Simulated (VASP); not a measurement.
# LiF in VASP: further runs

LiF is run at these levels: PBE, r2SCAN, revPBE; tasks: single point.

Program: VASP 6.6.1. These are calculated values, not measurements. Logs are shortened: lines on timing, memory, paths and dates and some standing lists are left out, and cuts for length are marked.

## (1) The cell of the first run

The structure is cubic, space group Fm-3m (No. 225). The conventional cell has a = 4.083 Å, b = 4.083 Å, c = 4.083 Å, α = 90.00°, β = 90.00°, γ = 90.00°. Within 2.7 Å of Li (site symmetry m-3m) lie 6 F at 2.04 Å. Within 2.7 Å of F (site symmetry m-3m) lie 6 Li at 2.04 Å.

## (2) Single point, PBE, collinear spin, zero start

File INCAR:

```
PREC = Accurate
ENCUT = 520
EDIFF = 1E-6
ISMEAR = 0
SIGMA = 0.1
LREAL = F
LASPH = T
NELM = 150
ALGO = Normal
ISIF = 2
LWAVE = F
LCHARG = F
ISPIN = 2
MAGMOM = 0 0
LORBIT = 11
GGA = PE
NBANDS = 16
```

File KPOINTS:

```
regular mesh
0
Gamma
  2 2 2
```

File POSCAR:

```
LiF
1.0
    0.0000000000      2.0417135738      2.0417135738
    2.0417135738      0.0000000000      2.0417135738
    2.0417135738      2.0417135738      0.0000000000
Li F
1 1
Direct
    0.8230000000      0.9680000000      0.5180000000
    1.3230000000      1.4680000000      1.0180000000
```

Potentials or basis: VASP PAW PBE potentials, release 64 (Li_sv, F).

Run with:

```bash
$ cat potpaw_PBE.64/Li_sv/POTCAR potpaw_PBE.64/F/POTCAR > POTCAR
$ mpirun -np 1 vasp_std > vasp.out
```

OUTCAR:

```text
PREC = Accurate
   ENCUT = 520
   EDIFF = 1E-6
   ISMEAR = 0
   LREAL = F
   LASPH = T
   NELM = 150
   ISIF = 2
   ISPIN = 2
   LORBIT = 11
   GGA = PE

 ion  position               nearest neighbor table
   1  0.823  0.968  0.518-   2 2.04   2 2.04   2 2.04   2 2.04   2 2.04   2 2.04
   2  0.323  0.468  0.018-   1 2.04   1 2.04   1 2.04   1 2.04   1 2.04   1 2.04

  LATTYP: Found a face centered cubic cell.
 ALAT       =     4.0834271476

  Lattice vectors:

 A1 = (   0.0000000000,   2.0417135738,   2.0417135738)
 A2 = (   2.0417135738,   0.0000000000,   2.0417135738)
 A3 = (   2.0417135738,   2.0417135738,   0.0000000000)

Analysis of symmetry for initial positions (statically):
=====================================================================
 Subroutine PRICEL returns:
 Original cell was already a primitive cell.

 Routine SETGRP: Setting up the symmetry group for a
 face centered cubic supercell.

 Subroutine GETGRP returns: Found 48 space group operations
 (whereof  1 operations were pure point group operations)
 out of a pool of 48 trial point group operations.

The static configuration has the point symmetry C_1 .
 The point group associated with its full space group is O_h .

Analysis of symmetry for dynamics (positions and initial velocities):
=====================================================================
 Subroutine PRICEL returns:
 Original cell was already a primitive cell.

 Routine SETGRP: Setting up the symmetry group for a
 face centered cubic supercell.

 Subroutine GETGRP returns: Found 48 space group operations
 (whereof  1 operations were pure point group operations)
 out of a pool of 48 trial point group operations.

The dynamic configuration has the point symmetry C_1 .
 The point group associated with its full space group is O_h .

Analysis of structural, dynamic, and magnetic symmetry:
=====================================================================
 Subroutine PRICEL returns:
 Original cell was already a primitive cell.

 Routine SETGRP: Setting up the symmetry group for a
 face centered cubic supercell.

 Subroutine GETGRP returns: Found 48 space group operations
 (whereof  1 operations were pure point group operations)
 out of a pool of 48 trial point group operations.

The overall configuration has the point symmetry C_1 .
 The point group associated with its full space group is O_h .

 Subroutine INISYM returns: Found 48 space group operations
[... 101 lines left out ...]
   LHFCALC =     F    Hartree Fock is set to
   AEXX    =    0.0000 exact exchange contribution
   IVDW    =     0    specifies the selected vdW correction
   LEPSILON=     F    determine dielectric tensor
   LRPA    =     F    only Hartree local field effects (RPA)
 spin polarized calculation
 Gauss-broadening in eV      SIGMA  =   0.10
  energy-cutoff  :      520.00
  volume of cell :       17.02
 maximum number of plane-waves:       464
 NGX is ok and might be reduce to    24
   NGX = 11   NGY = 11   NGZ = 11

 number of electron      10.0000001 magnetization      -0.0000000

 number of electron      10.0000001 magnetization       0.0000000

 Free energy of the ion-electron system (eV)
  ---------------------------------------------------
  ext. energy  EPLUGINS =         0.00000000
  ---------------------------------------------------
  free energy    TOTEN  =        -9.33292247 eV

  energy without entropy =       -9.33292247  energy(sigma->0) =       -9.33292247

 E-fermi :  -0.2657     XC(G=0):  -9.7121

 val. band max:       -0.9845905155   @ k =   0.0000   0.0000   0.0000
 cond. band min:       7.5937542284   @ k =   0.0000   0.0000   0.0000
 fundamental gap:      8.5783447439
 Fermi energy:        -0.2657347701

 spin component 1

 k-point     1 :       0.0000    0.0000    0.0000
  band No.  band energies     occupation
      1     -42.3660      1.00000
      2     -20.8570      1.00000
      3      -0.9846      1.00000
      4      -0.9846      1.00000
      5      -0.9846      1.00000
      6       7.5938      0.00000
[... 33 lines left out ...]
      2     -20.2026      1.00000
      3      -3.8836      1.00000
      4      -1.9469      1.00000
      5      -1.9469      1.00000
      6      13.3524      0.00000
[... 8 lines left out ...]
     15      39.3917      0.00000
     16      41.7601      0.00000
 Fermi energy:        -0.2657347701

 spin component 2

 k-point     1 :       0.0000    0.0000    0.0000
  band No.  band energies     occupation
      1     -42.3661      1.00000
      2     -20.8571      1.00000
      3      -0.9846      1.00000
      4      -0.9846      1.00000
      5      -0.9846      1.00000
      6       7.5938      0.00000
[... 34 lines left out ...]
      3      -3.8836      1.00000
      4      -1.9469      1.00000
      5      -1.9469      1.00000
      6      13.3524      0.00000
[... 8 lines left out ...]
     15      39.3918      0.00000
     16      41.7599      0.00000

------------------------ aborting loop because EDIFF is reached ----------------------------------------

  FORCE on cell =-STRESS in cart. coord.  units (eV):
  Direction    XX          YY          ZZ          XY          YZ          ZX
  --------------------------------------------------------------------------------------
  -------------------------------------------------------------------------------------
  Total        0.3876058      0.3876058      0.3876058      0.0000000     -0.0000000      0.0000000
  in kB       36.4826562     36.4826562     36.4826562      0.0000000     -0.0000000      0.0000000
  external PRESSURE =      36.4826562 kB  Pullay stress =       0.0000000 kB

 VOLUME and BASIS-vectors are now :
 -----------------------------------------------------------------------------
  energy-cutoff  :      520.00
  volume of cell :       17.02
      direct lattice vectors                 reciprocal lattice vectors
     0.000000000  2.041713574  2.041713574    -0.244892333  0.244892333  0.244892333
     2.041713574  0.000000000  2.041713574     0.244892333 -0.244892333  0.244892333
     2.041713574  2.041713574  0.000000000     0.244892333  0.244892333 -0.244892333

 POSITION                                       TOTAL-FORCE (eV/Angst)
 -----------------------------------------------------------------------------------
      3.03399      2.73794      3.65671         0.000000     -0.000000     -0.000000
      0.99227      0.69622      1.61500        -0.000000      0.000000      0.000000
 -----------------------------------------------------------------------------------
    total drift:                                0.000034      0.000042     -0.000002

  FREE ENERGIE OF THE ION-ELECTRON SYSTEM (eV)
  ---------------------------------------------------
  free  energy   TOTEN  =        -9.3329224704 eV

  energy  without entropy=       -9.3329224704  energy(sigma->0) =       -9.33292247

 total charge

# of ion       s       p       d       tot
------------------------------------------
    1        2.011   0.042   0.000   2.053
    2        1.720   4.440   0.000   6.160
--------------------------------------------------
tot          3.731   4.482   0.000   8.213

 magnetization (x)

# of ion       s       p       d       tot
------------------------------------------
    1        0.000   0.000   0.000   0.000
    2       -0.000  -0.000   0.000  -0.000
--------------------------------------------------
tot         -0.000  -0.000   0.000  -0.000
```

stdout:

```text
POSCAR found type information on POSCAR LiF
 POSCAR found :  2 types and       2 ions
 scaLAPACK will be used
 LDA part: xc-table for (Slater+PW92), standard interpolation
 POSCAR, INCAR and KPOINTS ok, starting setup
 FFT: planning ... GRIDC
 FFT: planning ... GRID_SOFT
 FFT: planning ... GRID
 WAVECAR not read
 entering main loop
```

Run time: 3.1 s. Hardware: 1 thread of Intel Xeon 6975P-C, shared host; peak memory 0.14 GiB.

What came out:

| Item | Value |
| --- | --- |
| Free energy | -9.3329 eV |
| Band gap on the k mesh | 8.58 eV, direct |
| Net moment | 0.00 μB per cell |
| Valence electrons inside the program's atomic spheres | Li 2.05; F 6.16 |

Levels at points of the mesh, in eV from the valence-band top:
Spin up:
| k point | band 1 | band 2 | band 3 | band 4 | band 5 | band 6 | band 7 | band 8 | band 9 | band 10 |
| --- | --- | --- | --- | --- | --- | --- | --- | --- | --- | --- |
| (0.00, 0.00, 0.00) | -41.38 | -19.87 | 0.00 | 0.00 | 0.00 | 8.58 | 23.17 | 23.17 | 23.17 | 23.72 |
| (0.50, 0.00, 0.00) | -41.33 | -19.46 | -2.45 | -0.22 | -0.22 | 10.38 | 16.16 | 18.32 | 18.32 | 29.42 |
| (0.50, 0.50, 0.00) | -41.32 | -19.22 | -2.90 | -0.96 | -0.96 | 14.34 | 16.10 | 16.74 | 19.57 | 19.57 |
Spin down:
```tsv
k point	band 1	band 2	band 3	band 4	band 5	band 6	band 7	band 8	band 9	band 10
(0.00, 0.00, 0.00)	-41.38	-19.87	0.00	0.00	0.00	8.58	23.17	23.17	23.17	23.72
(0.50, 0.00, 0.00)	-41.33	-19.46	-2.45	-0.22	-0.22	10.38	16.16	18.32	18.32	29.42
(0.50, 0.50, 0.00)	-41.32	-19.22	-2.90	-0.96	-0.96	14.34	16.10	16.74	19.57	19.57
```

Caveat: the k points lie up to 1.33 Å⁻¹ apart; the cutoff is under 1.25 times the usual one of these potentials, so pressure, stress and relaxed cells hold a basis-set (Pulay) error.

## (3) Single point, PBE

This run uses another cell than the first one, of 11.40 Å³/atom, 1.340 times its volume.

File INCAR:

```
SYSTEM = LiF
  PREC = Accurate
  ENCUT = 520
  EDIFF = 1E-7
  ISMEAR = 0
  SIGMA = 0.0058
  LREAL = .False.
  LASPH = .True.
  NELM = 60
  ALGO = Normal
  ISIF = 2
  LWAVE = .False.
  LCHARG = .False.
  GGA = PE
  NBANDS = 12
```

File KPOINTS:

```
Automatic mesh
0
Gamma
  8 8 8
  0 0 0
```

File POSCAR:

```
LiF
1.0
    0.0000000000      2.2509356639      2.2509356639
    2.2509356639      0.0000000000      2.2509356639
    2.2509356639      2.2509356639      0.0000000000
Li F
1 1
Direct
    0.0000000000      0.0000000000      0.0000000000
    0.5000000000      0.5000000000      0.5000000000
```

Potentials or basis: VASP PAW PBE potentials, release 64 (Li_sv, F).

Run with:

```bash
$ cat potpaw_PBE.64/Li_sv/POTCAR potpaw_PBE.64/F/POTCAR > POTCAR
$ mpirun -np 1 vasp_std > vasp.out
```

OUTCAR:

```text
SYSTEM = LiF
   PREC = Accurate
   ENCUT = 520
   EDIFF = 1E-7
   ISMEAR = 0
   LREAL = .False.
   LASPH = .True.
   NELM = 60
   ISIF = 2
   GGA = PE

 ion  position               nearest neighbor table
   1  0.000  0.000  0.000-   2 2.25   2 2.25   2 2.25   2 2.25   2 2.25   2 2.25
   2  0.500  0.500  0.500-   1 2.25   1 2.25   1 2.25   1 2.25   1 2.25   1 2.25

  LATTYP: Found a face centered cubic cell.
 ALAT       =     4.5018713278

  Lattice vectors:

 A1 = (   0.0000000000,   2.2509356639,   2.2509356639)
 A2 = (   2.2509356639,   0.0000000000,   2.2509356639)
 A3 = (   2.2509356639,   2.2509356639,   0.0000000000)
[... 537 lines left out ...]
      9      13.4106      0.00000
     10      20.4886      0.00000
     11      21.4241      0.00000
     12      25.7156      0.00000

 [... further k-points ...]
[... 5 lines left out ...]
  --------------------------------------------------------------------------------------
  -------------------------------------------------------------------------------------
  Total       -1.6034942     -1.6034942     -1.6034942      0.0000000      0.0000000     -0.0000000
  in kB     -112.6312056   -112.6312056   -112.6312056      0.0000000      0.0000000     -0.0000000
  external PRESSURE =    -112.6312056 kB  Pullay stress =       0.0000000 kB

 VOLUME and BASIS-vectors are now :
 -----------------------------------------------------------------------------
  energy-cutoff  :      520.00
  volume of cell :       22.81
      direct lattice vectors                 reciprocal lattice vectors
     0.000000000  2.250935664  2.250935664    -0.222129849  0.222129849  0.222129849
     2.250935664  0.000000000  2.250935664     0.222129849 -0.222129849  0.222129849
     2.250935664  2.250935664  0.000000000     0.222129849  0.222129849 -0.222129849

 POSITION                                       TOTAL-FORCE (eV/Angst)
 -----------------------------------------------------------------------------------
      0.00000      0.00000      0.00000         0.000000      0.000000     -0.000000
      2.25094      2.25094      2.25094        -0.000000     -0.000000      0.000000
 -----------------------------------------------------------------------------------
    total drift:                               -0.000000     -0.000000      0.000000

  FREE ENERGIE OF THE ION-ELECTRON SYSTEM (eV)
  ---------------------------------------------------
  free  energy   TOTEN  =        -9.3771611088 eV

  energy  without entropy=       -9.3771611088  energy(sigma->0) =       -9.37716111
```

OSZICAR:

```text
N       E                     dE             d eps       ncg     rms          rms(c)
DAV:   1     0.321981292415E+02    0.32198E+02   -0.49622E+03   712   0.814E+02
DAV:   2    -0.865173313320E+01   -0.40850E+02   -0.39839E+02   832   0.174E+02
DAV:   3    -0.995145186679E+01   -0.12997E+01   -0.12970E+01   956   0.286E+01
DAV:   4    -0.996558879906E+01   -0.14137E-01   -0.14136E-01   808   0.304E+00
DAV:   5    -0.996580805825E+01   -0.21926E-03   -0.21926E-03   916   0.284E-01    0.481E+00
DAV:   6    -0.936639110514E+01    0.59942E+00   -0.34021E+00   760   0.105E+01    0.173E+00
DAV:   7    -0.936796177829E+01   -0.15707E-02   -0.27752E-02   816   0.132E+00    0.965E-01
DAV:   8    -0.937688612536E+01   -0.89243E-02   -0.24130E-02   864   0.158E+00    0.144E-01
DAV:   9    -0.937694760448E+01   -0.61479E-04   -0.11089E-03   844   0.310E-01    0.548E-02
DAV:  10    -0.937715188856E+01   -0.20428E-03   -0.31205E-04   764   0.125E-01    0.177E-02
DAV:  11    -0.937716175407E+01   -0.98655E-05   -0.65901E-06   944   0.269E-02    0.219E-03
DAV:  12    -0.937716049088E+01    0.12632E-05   -0.14274E-06   796   0.103E-02    0.129E-03
DAV:  13    -0.937716102153E+01   -0.53065E-06   -0.11102E-07   832   0.280E-03    0.278E-04
DAV:  14    -0.937716110884E+01   -0.87307E-07   -0.29964E-09   396   0.451E-04
   1 F= -.93771611E+01 E0= -.93771611E+01  d E =0.000000E+00
```

stdout:

```text
POSCAR found type information on POSCAR LiF
 POSCAR found :  2 types and       2 ions
 scaLAPACK will be used
 LDA part: xc-table for (Slater+PW92), standard interpolation
 POSCAR, INCAR and KPOINTS ok, starting setup
 FFT: planning ... GRIDC
 FFT: planning ... GRID_SOFT
 FFT: planning ... GRID
 WAVECAR not read
 entering main loop
```

Wall time 5 s (1 thread of Intel Xeon 6975P-C, shared host); peak memory 0.13 GiB.

Results:

```
Free energy            : -9.3772 eV
Band gap on the k mesh : 6.67 eV, direct
```

Caveat: the cutoff is under 1.25 times the usual one of these potentials, so pressure, stress and relaxed cells hold a basis-set (Pulay) error.

[end of part 1 of 2]
